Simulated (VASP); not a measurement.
# AlGaN2 (P-4m2) in VASP: a series of runs, part 2 of 2

VASP 6.6.1. Earlier steps stand in the parts before.

## 4. Relaxation of cell and atoms, r2SCAN, target pressure 10 GPa, at which the enthalpy is minimised

This run uses another cell than the first one, of 10.41 Å³/atom.

POSCAR

```
AlGaN2
1.0
    3.0916157567      0.0000000000      0.0000000000
    0.0000000000      3.0916157567      0.0000000000
    0.0000000000      0.0000000000      4.3555984834
Al Ga N
1 1 2
Direct
    0.5000000000      0.5000000000      0.5000000000
    0.0000000000      0.0000000000      0.0000000000
    0.5000000000      0.0000000000      0.7390533150
    0.0000000000      0.5000000000      0.2609466850
```

INCAR.step1

```
PREC = Accurate
ENCUT = 600
ISMEAR = 0
SIGMA = 0.02
LREAL = F
LASPH = T
NELM = 100
GGA = PE
ALGO = Normal
EDIFF = 1E-4
LWAVE = T
LCHARG = F
```

INCAR.step2

```
PREC = Accurate
ENCUT = 600
EDIFF = 1E-6
ISMEAR = 0
SIGMA = 0.02
LREAL = F
LASPH = T
NELM = 100
ALGO = Normal
ISIF = 3
LWAVE = F
LCHARG = F
METAGGA = R2SCAN
LMIXTAU = T
IBRION = 2
NSW = 70
EDIFFG = -0.008
PSTRESS = 100.0
ISTART = 1
```

KPOINTS

```
Automatic mesh
0
Gamma
  8 8 6
```

Command:

```sh
$ cat potpaw_PBE.64/Al/POTCAR potpaw_PBE.64/Ga_d/POTCAR potpaw_PBE.64/N/POTCAR > POTCAR
$ cp INCAR.step1 INCAR
$ mpirun -np 1 vasp_std > vasp.out
$ cp INCAR.step2 INCAR
$ mpirun -np 1 vasp_std > vasp.out
```

It took 8.9 min on 1 thread of Intel Xeon Platinum 8488C (Sapphire Rapids), shared host; peak memory 0.22 GiB.

The run converged. Its results:

```yaml
Free_energy: -41.0171 eV
Relaxed_volume: 10.44 Å³/atom
Relaxed_cell: a = 3.095 Å, b = 3.095 Å, c = 4.360 Å, α = 90.00°, β = 90.00°, γ = 90.00°
Space_group_after_relaxing_to_0.1_Å: P-4m2 (No. 115)
Energy_change_on_relaxing_the_run_minimises_the_enthalpy: -2.0 meV/atom
Ionic_steps: 6
Pressure_after_relaxing: 9.9 GPa
Largest_force_after_relaxing: 0.004 eV/Å
Band_gap_on_the_k_mesh: 3.70 eV
```

Forces on the atoms (eV/Å):
```
Al   0.000  0.000  0.000
Ga   0.000  0.000  0.000
N    0.000  0.000 -0.004
N    0.000  0.000  0.004
```

The path:
```
step  energy change (eV)  largest force (eV/Å)  pressure (GPa)  volume (Å³)
   1              0.0000                0.1044           10.67        41.63
   2             -0.0164                0.0429            9.12        41.89
   3             -0.0091                0.0268            9.85        41.77
   4             -0.0093                0.0244            9.84        41.77
   5             -0.0067                0.0133           10.08        41.73
   6             -0.0080                0.0044            9.95        41.75
```

Final structure:
```yaml
crystal:
  lattice:
    - [3.09456, 0.00000, 0.00000]
    - [0.00000, 3.09456, 0.00000]
    - [0.00000, 0.00000, 4.35970]
  atoms:
    - { symbol: Al, position: [0.50000, 0.50000, 0.50000] }
    - { symbol: Ga, position: [0.00000, 0.00000, 0.00000] }
    - { symbol: N, position: [0.50000, 0.00000, 0.73827] }
    - { symbol: N, position: [0.00000, 0.50000, 0.26173] }
```

Levels at points of the mesh, in eV from the valence-band top:
```csv
k point,band 11,band 12,band 13,band 14,band 15,band 16
"(0.00, 0.00, 0.00)",-0.26,0.00,0.00,3.70,4.15,8.64
"(0.50, 0.00, 0.00)",-3.01,-1.10,-0.70,7.98,8.16,8.94
"(0.50, 0.50, 0.00)",-2.42,-2.42,-2.41,3.86,3.86,7.26
"(0.00, 0.00, 0.50)",-1.71,-1.02,-1.02,6.03,6.22,9.07
"(0.50, 0.00, 0.50)",-0.96,-0.63,-0.56,6.17,7.64,10.28
"(0.50, 0.50, 0.50)",-3.48,-3.40,-3.40,6.89,6.89,10.09
```

Caveat: the cell is relaxed towards a set pressure, so the run minimises the enthalpy, not the energy; the PAW data sets were made with another functional, which shifts forces and pressure a little. A k mesh can miss the band edges.

## 5. Relaxation of cell and atoms, r2SCAN, target pressure 5 GPa, at which the enthalpy is minimised

This run uses another cell than the first one, of 10.64 Å³/atom.

POSCAR

```
AlGaN2
1.0
    3.1140499892      0.0000000000      0.0000000000
    0.0000000000      3.1140499892      0.0000000000
    0.0000000000      0.0000000000      4.3872047749
Al Ga N
1 1 2
Direct
    0.5000000000      0.5000000000      0.5000000000
    0.0000000000      0.0000000000      0.0000000000
    0.5000000000      0.0000000000      0.7390533150
    0.0000000000      0.5000000000      0.2609466850
```

INCAR.step1

```
SYSTEM = AlGaN2
PREC = Accurate ; ENCUT = 600
ISMEAR = 0 ; SIGMA = 0.02
LREAL = .False. ; LASPH = .True.
NELM = 60 ; GGA = PE
ALGO = Normal ; EDIFF = 1E-4
LWAVE = .True. ; LCHARG = .False.
```

INCAR.step2

```
SYSTEM = AlGaN2
PREC = Accurate ; ENCUT = 600
EDIFF = 1E-6 ; ISMEAR = 0
SIGMA = 0.02 ; LREAL = .False.
LASPH = .True. ; NELM = 60
ALGO = Normal ; ISIF = 3
LWAVE = .False. ; LCHARG = .False.
METAGGA = R2SCAN ; LMIXTAU = .True.
IBRION = 2 ; NSW = 70
EDIFFG = -0.008 ; PSTRESS = 50.0
ISTART = 1
```

KPOINTS

```
Automatic mesh
0
Gamma
  8 8 6
  0 0 0
```

Potentials or basis: VASP PAW PBE potentials, release 64 (Al, Ga_d, N).

Command:

```sh
$ cat potpaw_PBE.64/Al/POTCAR potpaw_PBE.64/Ga_d/POTCAR potpaw_PBE.64/N/POTCAR > POTCAR
$ cp INCAR.step1 INCAR
$ mpirun -np 1 vasp_std > vasp.out
$ cp INCAR.step2 INCAR
$ mpirun -np 1 vasp_std > vasp.out
```

OUTCAR:

```text
SYSTEM = AlGaN2
   PREC = Accurate
   ENCUT = 600
   EDIFF = 1E-6
   ISMEAR = 0
   LREAL = .False.
   LASPH = .True.
   NELM = 60
   ISIF = 3
   METAGGA = R2SCAN
   IBRION = 2
   NSW = 70
   EDIFFG = -0.008
   PSTRESS = 50.0
   ISTART = 1

 ion  position               nearest neighbor table
   1  0.500  0.500  0.500-   3 1.88   4 1.88   3 1.88   4 1.88   2 3.11   2 3.11   2 3.11   2 3.11
                             2 3.11   2 3.11   2 3.11   2 3.11
   2  0.000  0.000  0.000-   3 1.93   4 1.93   4 1.93   3 1.93   1 3.11   1 3.11   1 3.11   1 3.11
                             1 3.11   1 3.11   1 3.11   1 3.11
   3  0.500  0.000  0.739-   1 1.88   1 1.88   2 1.93   2 1.93
   4  0.000  0.500  0.261-   1 1.88   1 1.88   2 1.93   2 1.93

  LATTYP: Found a simple tetragonal cell.
 ALAT       =     3.1140499892
 C/A-ratio  =     1.4088421156

  Lattice vectors:

 A1 = (   3.1140499892,   0.0000000000,   0.0000000000)
 A2 = (   0.0000000000,   3.1140499892,   0.0000000000)
 A3 = (   0.0000000000,   0.0000000000,   4.3872047749)

[... 183 lines left out ...]

  FORCE on cell =-STRESS in cart. coord.  units (eV):
  Direction    XX          YY          ZZ          XY          YZ          ZX
  --------------------------------------------------------------------------------------
  -------------------------------------------------------------------------------------
  Total        1.4610586      1.4610586      1.4662290      0.0000000      0.0000000     -0.0000000
  in kB       55.0223535     55.0223535     55.2170659      0.0000000      0.0000000     -0.0000000
  external PRESSURE =       5.0872576 kB  Pullay stress =      50.0000000 kB
[... 147 lines left out ...]
--------------------------------------- Ionic step        5  -------------------------------------------

 number of electron      25.9999997 magnetization

 Free energy of the ion-electron system (eV)
  ---------------------------------------------------
  ext. energy  EPLUGINS =         0.00000000
  ---------------------------------------------------
  free energy    TOTEN  =       -41.05925590 eV

  energy without entropy =      -41.05925590  energy(sigma->0) =      -41.05925590

 E-fermi :   5.7425     XC(G=0): -12.1891

 val. band max:        5.6168906786   @ k =   0.0000   0.0000   0.0000
 cond. band min:       9.1553284874   @ k =   0.0000   0.0000   0.0000
 fundamental gap:      3.5384378088
 Fermi energy:         5.7424587251

 k-point     1 :       0.0000    0.0000    0.0000
  band No.  band energies     occupation
      1     -10.8387      2.00000
      2      -9.1511      2.00000
      3      -7.7065      2.00000
      4      -7.7065      2.00000
      5      -7.6332      2.00000
      6      -7.4655      2.00000
[... 457 lines left out ...]
      4      -7.5822      2.00000
      5      -7.5722      2.00000
      6      -7.0226      2.00000
[... 9 lines left out ...]
     16      14.5140      0.00000
     17      15.2906      0.00000

 [... further k-points ...]

------------------------ aborting loop because EDIFF is reached ----------------------------------------

  FORCE on cell =-STRESS in cart. coord.  units (eV):
  Direction    XX          YY          ZZ          XY          YZ          ZX
  --------------------------------------------------------------------------------------
  -------------------------------------------------------------------------------------
  Total        1.3136747      1.3136747      1.3044319      0.0000000      0.0000000      0.0000000
  in kB       49.3551546     49.3551546     49.0078996      0.0000000      0.0000000      0.0000000
  external PRESSURE =      -0.7605971 kB  Pullay stress =      50.0000000 kB
[... 23 lines left out ...]
  energy  without entropy=      -41.0592558958  energy(sigma->0) =      -41.05925590

  enthalpy is  TOTEN    =       -39.7284175310 eV   P V=        1.3308383648

 reached required accuracy - stopping structural energy minimisation
```

Run time: 8.1 min. Hardware: 1 thread of Intel Xeon Platinum 8488C (Sapphire Rapids), shared host; peak memory 0.22 GiB.

What came out:

```
Free energy                                                : -41.0593 eV
Relaxed volume                                             : 10.66 Å³/atom
Relaxed cell                                               : a = 3.117 Å, b = 3.117 Å, c = 4.391 Å, α = 90.00°, β = 90.00°, γ = 90.00°
Space group after relaxing (to 0.1 Å)                      : P-4m2 (No. 115)
Energy change on relaxing (the run minimises the enthalpy) : -0.9 meV/atom
Ionic steps                                                : 5
Pressure after relaxing                                    : 4.9 GPa
Largest force after relaxing                               : 0.004 eV/Å
Band gap on the k mesh                                     : 3.54 eV
```

Forces on the atoms (eV/Å):
```
Al   0.000  0.000  0.000
Ga   0.000  0.000  0.000
N    0.000  0.000 -0.004
N    0.000  0.000  0.004
```

The path:
| step | energy change (eV) | largest force (eV/Å) | pressure (GPa) | volume (Å³) |
| --- | --- | --- | --- | --- |
| 1 | 0.0000 | 0.0947 | 5.51 | 42.54 |
| 2 | -0.0067 | 0.0332 | 4.40 | 42.75 |
| 3 | -0.0042 | 0.0205 | 4.87 | 42.67 |
| 4 | -0.0030 | 0.0087 | 5.09 | 42.62 |
| 5 | -0.0036 | 0.0039 | 4.92 | 42.64 |

Final structure:
```yaml
crystal:
  lattice:
    - [3.11652, 0.00000, 0.00000]
    - [0.00000, 3.11652, 0.00000]
    - [0.00000, 0.00000, 4.39061]
  atoms:
    - { symbol: Al, position: [0.50000, 0.50000, 0.50000] }
    - { symbol: Ga, position: [0.00000, 0.00000, 0.00000] }
    - { symbol: N, position: [0.50000, 0.00000, 0.73832] }
    - { symbol: N, position: [0.00000, 0.50000, 0.26168] }
```

Levels at points of the mesh, in eV from the valence-band top:
```csv
k point,band 9,band 10,band 11,band 12,band 13,band 14,band 15,band 16,band 17
"(0.00, 0.00, 0.00)",-2.45,-2.45,-0.24,0.00,0.00,3.54,4.12,8.51,12.26
"(0.50, 0.00, 0.00)",-4.60,-3.04,-2.96,-1.08,-0.68,7.90,7.97,8.84,9.34
"(0.50, 0.50, 0.00)",-5.10,-2.40,-2.37,-2.37,-2.36,3.85,3.85,7.13,9.67
"(0.00, 0.00, 0.50)",-2.57,-1.67,-1.67,-1.01,-1.01,5.93,6.11,8.88,10.24
"(0.50, 0.00, 0.50)",-6.39,-1.06,-0.93,-0.62,-0.55,5.99,7.47,10.15,10.43
"(0.50, 0.50, 0.50)",-4.48,-4.13,-3.41,-3.32,-3.32,6.84,6.84,9.84,11.80
```

Caveat: the cell is relaxed towards a set pressure, so the run minimises the enthalpy, not the energy; the PAW data sets were made with another functional, which shifts forces and pressure a little.

## 6. Relaxation of shape and atoms at fixed volume, r2SCAN (11.54 Å³/atom)

This run uses another cell than the first one, of 11.54 Å³/atom.

POSCAR

```
AlGaN2
1.0
    3.2000817814      0.0000000000      0.0000000000
    0.0000000000      3.2000817814      0.0000000000
    0.0000000000      0.0000000000      4.5090916287
Al Ga N
1 1 2
Direct
    0.5000000000      0.5000000000      0.5000000000
    0.0000000000      0.0000000000      0.0000000000
    0.5000000000      0.0000000000      0.7390831713
    0.0000000000      0.5000000000      0.2609168287
```

INCAR.step1

```
SYSTEM = AlGaN2
PREC = Accurate
ENCUT = 600
ISMEAR = 0
SIGMA = 0.02
LREAL = .FALSE.
LASPH = .TRUE.
NELM = 60
GGA = PE
ALGO = Normal
EDIFF = 1E-4
LWAVE = .TRUE.
LCHARG = .FALSE.
```

INCAR.step2

```
SYSTEM = AlGaN2
PREC = Accurate
ENCUT = 600
EDIFF = 1E-6
ISMEAR = 0
SIGMA = 0.02
LREAL = .FALSE.
LASPH = .TRUE.
NELM = 60
ALGO = Normal
ISIF = 4
LWAVE = .FALSE.
LCHARG = .FALSE.
METAGGA = R2SCAN
LMIXTAU = .TRUE.
IBRION = 2
NSW = 50
EDIFFG = -0.01
ISTART = 1
```

KPOINTS

```
regular mesh
0
G
  8 8 6
  0 0 0
```

Potentials or basis: VASP PAW PBE potentials, release 64 (Al, Ga_d, N).

Command:

```sh
$ cat potpaw_PBE.64/Al/POTCAR potpaw_PBE.64/Ga_d/POTCAR potpaw_PBE.64/N/POTCAR > POTCAR
$ cp INCAR.step1 INCAR
$ mpirun -np 1 vasp_std > vasp.out
$ cp INCAR.step2 INCAR
$ mpirun -np 1 vasp_std > vasp.out
```

Wall time 7.9 min (1 thread of Intel Xeon 8259CL, shared host); peak memory 0.23 GiB.

It converged, with:

| Quantity | Value |
| --- | --- |
| Free energy | -40.9919 eV |
| Energy gained by relaxing | 0.1 meV/atom |
| Ionic steps | 2 |
| Pressure after relaxing | -10.2 GPa |
| Largest force after relaxing | 0.007 eV/Å |
| Band gap on the k mesh | 2.93 eV |

Forces in eV/Å, atoms in the order of the input:
```
Al   0.000  0.000  0.000
Ga   0.000  0.000  0.000
N    0.000  0.000  0.007
N    0.000  0.000 -0.007
```

Step by step:
```
step  energy change (eV)  largest force (eV/Å)  pressure (GPa)  volume (Å³)
   1              0.0000                0.0776          -10.23        46.18
   2             -0.0003                0.0071          -10.25        46.18
```

Final structure:
```
Al Ga N
1.0
     3.19967    0.00000    0.00000
     0.00000    3.19967    0.00000
     0.00000    0.00000    4.51026
Al Ga N
1 1 2
Direct
  0.50000 0.50000 0.50000
  0.00000 0.00000 0.00000
  0.50000 0.00000 0.73825
  0.00000 0.50000 0.26175
```

Levels at points of the mesh, in eV from the valence-band top:
| k point | band 11 | band 12 | band 13 | band 14 | band 15 | band 16 |
| --- | --- | --- | --- | --- | --- | --- |
| (0.00, 0.00, 0.00) | -0.20 | 0.00 | 0.00 | 2.93 | 4.03 | 8.02 |
| (0.50, 0.00, 0.00) | -2.78 | -1.00 | -0.62 | 7.23 | 7.58 | 8.50 |
| (0.50, 0.50, 0.00) | -2.18 | -2.18 | -2.16 | 3.80 | 3.80 | 6.61 |
| (0.00, 0.00, 0.50) | -1.52 | -0.95 | -0.95 | 5.56 | 5.67 | 8.20 |
| (0.50, 0.00, 0.50) | -0.85 | -0.59 | -0.51 | 5.33 | 6.85 | 9.68 |
| (0.50, 0.50, 0.50) | -3.16 | -3.03 | -3.03 | 6.64 | 6.64 | 8.92 |

Caveat: the PAW data sets were made with another functional, which shifts forces and pressure a little.

## 7. Overview

| task | cell | cutoff (eV) | gap on the mesh (eV) | pressure (GPa) |
| --- | --- | --- | --- | --- |
| relaxation of the atoms | atoms relaxed from a = 3.139, b = 3.139, c = 4.245 Å, 4 atoms, atomic positions A | 520 | 3.73 | 9.2 |
| relaxation of cell and atoms | relaxed to 20 GPa from a = 3.052, b = 3.052, c = 4.298 Å, 4 atoms, atomic positions B | 600 | 3.88 | 20.0 |
| relaxation of cell and atoms | relaxed to 10 GPa from a = 3.092, b = 3.092, c = 4.356 Å, 4 atoms, atomic positions B | 600 | 3.70 | 9.9 |
| relaxation of cell and atoms | relaxed to 5 GPa from a = 3.114, b = 3.114, c = 4.387 Å, 4 atoms, atomic positions B | 600 | 3.54 | 4.9 |
| relaxation of shape and atoms at fixed volume | relaxed from a = 3.200, b = 3.200, c = 4.509 Å, 4 atoms, atomic positions B | 600 | 2.93 | -10.2 |

Alike in all rows: level r2SCAN; potentials or basis VASP PAW PBE potentials, release 64 (Al, Ga_d, N); no spin polarisation; k mesh 8 × 8 × 6; smearing gaussian 0.02 eV.

Caveats: the PAW data sets were made with another functional, which shifts forces and pressure a little; the cell is relaxed towards a set pressure, so the run minimises the enthalpy, not the energy (at least some runs).

Total energies depend on the potentials used, so only differences within one code and one set of settings carry meaning.
